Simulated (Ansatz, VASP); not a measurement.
**One calculation of C, two programs**

```xyz
2
Lattice="0.0000 1.7660 1.7660 1.7660 0.0000 1.7660 1.7660 1.7660 0.0000" Properties=species:S:1:pos:R:3 pbc="T T T"
C     1.7660    1.7660    1.7660
C     2.6491    2.6491    2.6491
```

Alike in both runs: functional LDA; k mesh 10 × 10 × 10; occupations gaussian, width 0.1 eV; no spin polarisation.

Ansatz relaxed the structure, and its values are those at the end. VASP's run is a single point on that final structure, the one shown.

|  | VASP | Ansatz |
| --- | --- | --- |
| version | VASP 6.6.1 | Ansatz 0.2.0 |
| potentials or method | VASP PAW LDA potentials, release 64 (C), cutoff 600 eV | scalar-relativistic, plane waves, PAW |
| valence electrons in the cell | 8 | 8 |

|  | VASP | Ansatz | Ansatz less VASP |
| --- | --- | --- | --- |
| gap on the k mesh at the Fermi level (eV) | 4.20 | 4.21 | +0.003 |
| least direct gap on the mesh (eV) | 5.63 | 5.62 | -0.003 |
| pressure (GPa) | 0.7 | -0.1 | -0.83 |

LDA's correlation is that of Perdew and Zunger in VASP and of Perdew and Wang (1992) in Ansatz.
